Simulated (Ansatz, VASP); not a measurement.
**Sc: VASP beside Ansatz**

```
Sc
1.0
     4.97089    0.00000    0.00000
    -2.48545    4.30492    0.00000
     0.00000    0.00000    3.13461
Sc
3
Direct
  0.00000 0.00000 0.00000
  0.33333 0.66667 0.50000
  0.66667 0.33333 0.50000
```

Alike in both runs: functional LDA; k mesh 7 × 7 × 10; occupations fermi-dirac, width 0.1 eV; no spin polarisation.

Ansatz relaxed the structure, and its values are those at the end. VASP's run is a single point on that final structure, the one shown.

|  | VASP | Ansatz |
| --- | --- | --- |
| version | VASP 6.6.1 | Ansatz 0.2.0 |
| potentials or method | VASP PAW LDA potentials, release 64 (Sc_sv), cutoff 520 eV | plane waves (420 eV) with PAW, scalar-relativistic |
| valence electrons in the cell | 33 | 33 |

|  | VASP | Ansatz | Ansatz less VASP |
| --- | --- | --- | --- |
| pressure (GPa) | 0.1 | 0.0 | -0.09 |

Ansatz warns that its potentials were made for another functional, while VASP's fit it. LDA's correlation is that of Perdew and Zunger in VASP and of Perdew and Wang (1992) in Ansatz.
